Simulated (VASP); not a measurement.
**TaO4F: single point with r2SCAN**

Crystal: TaO4F.

```xyz
6
Lattice="-2.4880 2.4880 2.4741 2.4880 -2.4880 2.4741 2.4880 2.4880 -2.4741" Properties=species:S:1:pos:R:3 pbc="T T T"
Ta    0.0000    0.0000    0.0000
F     2.4880    0.0000    1.2370
O     0.8639    1.1161    1.3149
O    -1.3719    1.6241    1.1592
O     1.6241    1.3719    3.7889
O     3.8599    0.8639   -1.3149
```

```json
{
  "Program": "VASP 6.6.1",
  "Task": "single point",
  "Functional": "r2SCAN",
  "Potentials or basis": "VASP PAW PBE potentials, release 64 (Ta_sv_GW, F_h, O_h)",
  "Cutoff": "1490 eV",
  "k mesh": "5 × 5 × 5",
  "Occupations": "fermi-dirac, width 0.1 eV",
  "Spin": "no spin polarisation",
  "Dipole correction": "no",
  "Further INCAR settings": "ALGO = Normal; EDIFF = 1e-06; NBANDS = 31"
}
```

```
Pressure               : -0.1 GPa
Largest force          : 0.051 eV/Å
Band gap on the k mesh : 0.08 eV (least direct gap 0.33 eV)
```

Forces in eV/Å, atoms in the order of the input:
```
Ta   0.000  0.000  0.000
F    0.000  0.000  0.000
O    0.023  0.031  0.033
O    0.031 -0.023 -0.033
O   -0.023 -0.031  0.033
O   -0.031  0.023 -0.033
```

Stress tensor (GPa, compression positive):
```
-0.17  0.00  0.00
 0.00 -0.17  0.00
 0.00  0.00  0.04
```

Levels at points of the mesh, in eV from the valence-band top:
```csv
k point,band 20,band 21,band 22,band 23,band 24,band 25
"(0.00, 0.00, 0.00)",-1.57,-0.86,-0.46,0.41,0.41,4.03
```

Run time: 9.5 min on 1 thread of AMD EPYC 9R45 96-Core Processor (Zen 5), on a shared host, peak memory 0.55 GiB.

Caveat: the PAW data sets were made with another functional, which shifts forces and pressure a little; spin-orbit coupling is left out, which moves the levels of the heavy elements. A k mesh can miss the band edges.
